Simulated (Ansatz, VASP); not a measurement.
Al2O3 in VASP and in Ansatz

```xyz
10
Lattice="2.4251 1.4001 4.6495 -2.4251 1.4001 4.6495 0.0000 -2.8002 4.6495" Properties=species:S:1:pos:R:3 pbc="T T T"
Al    0.0000    0.0000   11.8846
Al    0.0000    0.0000    9.0381
Al    0.0000    0.0000    2.0639
Al    0.0000    0.0000    4.9104
O    -0.9416   -1.4001    5.8119
O     1.6833   -0.1154    5.8119
O    -0.7417    1.5155    5.8119
O     0.9416    1.4001    8.1366
O    -1.6833    0.1154    8.1366
O     0.7417   -1.5155    8.1366
```

Alike in both runs: task single point; functional PBEsol; k mesh 6 × 6 × 6; occupations gaussian, width 0.05 eV; no spin polarisation.

```csv
,VASP,Ansatz
version,VASP 6.6.1,Ansatz 0.2.0
potentials or method,"VASP PAW PBE potentials, release 64 (Al, O), cutoff 520 eV","scalar-relativistic, plane waves, PAW"
valence electrons in the cell,48,48
```

VASP gave:

| Property | Result |
| --- | --- |
| gap on the k mesh at the Fermi level (eV) | 4.67 |
| least direct gap on the mesh (eV) | 4.67 |
| pressure (GPa) | -19.4 |
| traceless stress, the component that is largest in VASP (GPa) | -11.65 |
| rms of the force components (eV/Å) | 0.054 |

What did Ansatz give for the same quantities?

gap on the k mesh at the Fermi level (eV): 4.66; least direct gap on the mesh (eV): 4.66; pressure (GPa): -19.5; traceless stress, the component that is largest in VASP (GPa): -11.61; rms of the force components (eV/Å): 0.055.

VASP's potentials were made for PBE, not for PBEsol, and Ansatz warns of the same on its side. Atom by atom the forces differ by 0.002 eV/Å (rms over components).
